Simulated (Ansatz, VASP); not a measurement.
**Two plane-wave programs on MgO**

```
Mg O
1.0
     3.56234    0.00000    0.00000
    -1.78117    3.08508    0.00000
     0.00000    0.00000    4.14060
Mg O
2 2
Cartesian
  1.8111 1.0284 3.1055
  0.0300 2.0567 1.0352
  1.7356 1.0284 1.0352
  -0.0455 2.0567 3.1055
```

Change from the starting cell: mode 8 frozen in at -0.045 Å, strain +e along z and -e/2 along x and y -0.0233.

Alike in both runs: task single point; functional PBE; k mesh 9 × 9 × 6; occupations gaussian, width 0.05 eV; no spin polarisation.

|  | VASP | Ansatz |
| --- | --- | --- |
| version | VASP 6.6.1 | Ansatz 0.2.0 |
| potentials or method | VASP PAW PBE potentials, release 64 (Mg, O), cutoff 520 eV | scalar-relativistic, plane waves, PAW |
| valence electrons in the cell | 16 | 32 |

```tsv
	VASP	Ansatz	Ansatz less VASP
gap on the k mesh at the Fermi level (eV)	3.31	3.33	+0.020
least direct gap on the mesh (eV)	3.31	3.33	+0.020
pressure (GPa)	0.3	0.9	+0.59
traceless stress, the component that is largest in VASP (GPa)	3.24	3.33	+0.090
rms of the force components (eV/Å)	0.314	0.311	-0.0030
```

Atom by atom the forces differ by 0.003 eV/Å (rms over components). VASP's potentials hold 16 valence electrons a cell and Ansatz's 32, so a difference there can come from the potentials and not from the codes.
